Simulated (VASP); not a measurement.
# MgB2: single point with PBE

Crystal: MgB2.

```xyz
6
Lattice="0.0000 2.9936 2.9936 2.9936 0.0000 2.9936 2.9936 2.9936 0.0000" Properties=species:S:1:pos:R:3 pbc="T T T"
Mg    2.9936    2.9936    2.9936
Mg    4.4905    4.4905    4.4905
B     2.2452    0.7484    2.2452
B     2.2452    2.2452    0.7484
B     0.7484    2.2452    2.2452
B     0.7484    0.7484    0.7484
```

```
Program                : VASP 6.6.1
Task                   : single point
Functional             : PBE
Potentials or basis    : VASP PAW PBE potentials, release 64 (Mg, B)
Cutoff                 : 520 eV
k mesh                 : 12 × 12 × 12
Occupations            : gaussian, width 0.1 eV
Spin                   : no spin polarisation
Dipole correction      : no
Further INCAR settings : ALGO = Normal; EDIFF = 1e-06; NBANDS = 17
```

```yaml
Pressure: -0.2 GPa
Band_gap_on_the_k_mesh: zero (band 8 reaches 8.89 eV, above the bottom of band 9 at 5.14 eV)
```

Levels at points of the mesh, in eV from the Fermi level:
| k point | band 5 | band 6 | band 7 | band 8 | band 9 | band 10 | band 11 | band 12 |
| --- | --- | --- | --- | --- | --- | --- | --- | --- |
| (0.00, 0.00, 0.00) | -4.57 | -2.49 | -2.49 | -2.49 | -1.84 | -1.84 | 1.55 | 4.18 |
| (0.50, 0.00, 0.00) | -4.78 | -4.02 | -4.02 | 1.48 | 1.48 | 1.54 | 3.69 | 3.82 |
| (0.50, 0.50, 0.00) | -5.90 | -5.90 | 1.86 | 1.86 | 2.24 | 2.24 | 3.47 | 3.47 |

Wall time 18 s on 1 thread of Intel(R) Xeon(R) 6975P-C (Granite Rapids), with other jobs on the host, peak memory 0.2 GiB.
